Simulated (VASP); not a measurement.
Wanted: the native input for a VASP 6.6.1 run.

```yaml
Task: single point
Functional: PBE
Potentials_or_basis: VASP PAW PBE potentials, release 64 (Sn_d, O)
Cutoff: 520 eV
k_mesh: 7 × 7 × 6
Occupations: fermi-dirac, width 0.05 eV
Spin: no spin polarisation
Dipole_correction: no
Further_INCAR_settings: ALGO = Normal; EDIFF = 1e-06; NBANDS = 28
```

The structure of SnO lies in POSCAR:

```
SnO
1.0
    3.8395730011      0.0000000000      0.0000000000
    0.0000000000      3.8395730011      0.0000000000
    0.0000000000      0.0000000000      4.7825085140
Sn O
2 2
Direct
    0.5000000000      0.0000000000      0.7579456111
    0.0000000000      0.5000000000      0.2420543889
    0.0000000000      0.0000000000      0.0000000000
    0.5000000000      0.5000000000      0.0000000000
```

The input as run:

INCAR

```
ALGO = Normal
EDIFF = 1E-6
ENCUT = 520
GGA = PE
ISIF = 2
ISMEAR = -1
LASPH = True
LCHARG = True
LELF = True
LREAL = False
LVHAR = True
LWAVE = False
NBANDS = 28
NELM = 100
PREC = Accurate
SIGMA = 0.05
```

KPOINTS

```
k-points
0
Gamma
  7 7 6
```

Potentials or basis: VASP PAW PBE potentials, release 64 (Sn_d, O).

Run with:

```sh
$ cat potpaw_PBE.64/Sn_d/POTCAR potpaw_PBE.64/O/POTCAR > POTCAR
$ mpirun -np 1 vasp_std > vasp.out
```

It gave:

- Pressure: 2.2 GPa
- Largest force: 0.080 eV/Å
- Band gap on the k mesh: 0.28 eV, indirect (least direct gap 2.00 eV)

Caveat: spin-orbit coupling is left out, which moves the levels of the heavy elements.

Wall time 37 s on 1 thread of AMD EPYC 9R45 96-Core Processor (Zen 5), on a shared host, peak memory 0.18 GiB.
